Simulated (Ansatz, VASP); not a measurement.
# Two plane-wave programs on Cd2Te

```
Cd Te
1.0
     4.26066    0.00000    0.00000
    -2.13033    3.68984    0.00000
     0.00000    0.00000    5.44875
Cd Te
2 1
Direct
  0.33333 0.66667 0.32635
  0.66667 0.33333 0.67365
  0.00000 0.00000 0.00000
```

Change from the starting cell: species swapped into the SnSe2 type (P-3m1, No. 164).

Alike in both runs: functional PBE; k mesh 6 × 6 × 3; occupations gaussian, width 0.2 eV; no spin polarisation.

Ansatz relaxed the structure, and its values are those at the end. VASP's run is a single point on that final structure, the one shown.

```csv
,VASP,Ansatz
version,VASP 6.6.1,Ansatz 0.2.0
potentials or method,"VASP PAW PBE potentials, release 64 (Cd, Te), cutoff 520 eV","scalar-relativistic, plane waves, PAW"
valence electrons in the cell,30,56
```

VASP gave:

| Property | Result |
| --- | --- |
| gap on the k mesh at the Fermi level (eV) | none |
| pressure (GPa) | 0.1 |
| rms of the force components (eV/Å) | 0.008 |

Question: What did Ansatz give for the same quantities?

Answer: gap on the k mesh at the Fermi level (eV): none; pressure (GPa): -0.1; rms of the force components (eV/Å): 0.006.

A gap of «none» marks a metal or a gap that the smearing closes. The functional is the same, so the differences come from potentials, cutoffs and numerics. VASP's potentials hold 30 valence electrons a cell and Ansatz's 56, so a difference there can come from the potentials and not from the codes.

The k mesh is coarse, so the values compare programs but aren't converged. Spin-orbit coupling is off throughout.
